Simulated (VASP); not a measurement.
**BN: single point with PBE**

BN:

```
B N
1.0
     2.50893    0.00000    0.00000
    -1.25447    2.17280    0.00000
     0.00000    0.00000    4.15071
B N
2 2
Direct
  0.66667 0.33333 0.99961
  0.33333 0.66667 0.49961
  0.66667 0.33333 0.62539
  0.33333 0.66667 0.12539
```

* Program: VASP 6.6.1
* Task: single point
* Functional: PBE
* Potentials or basis: VASP PAW PBE potentials, release 64 (B, N)
* Cutoff: 520 eV
* k mesh: 12 × 12 × 6
* Occupations: gaussian, width 0.01 eV
* Spin: no spin polarisation
* Dipole correction: no
* Further INCAR settings: ALGO = Normal; EDIFF = 1e-06; NBANDS = 16

```json
{"Pressure": "22.4 GPa", "Band gap on the k mesh": "5.09 eV (least direct gap 8.48 eV)"}
```

Levels at points of the mesh, in eV from the valence-band top:
```csv
k point,band 6,band 7,band 8,band 9,band 10,band 11
"(0.00, 0.00, 0.00)",-0.31,0.00,0.00,8.54,8.54,8.85
"(0.50, 0.00, 0.00)",-5.21,-4.65,-2.20,6.87,8.09,10.81
"(0.00, 0.00, 0.50)",-1.23,-1.23,-1.23,9.90,9.90,10.16
"(0.50, 0.00, 0.50)",-3.94,-3.73,-3.73,6.75,6.75,10.34
```

It took 10 s on 1 thread of AMD EPYC 9R45 96-Core Processor (Zen 5), on a shared host, peak memory 0.11 GiB.

Caveat: the cell stands under pressure. A k mesh can miss the band edges.
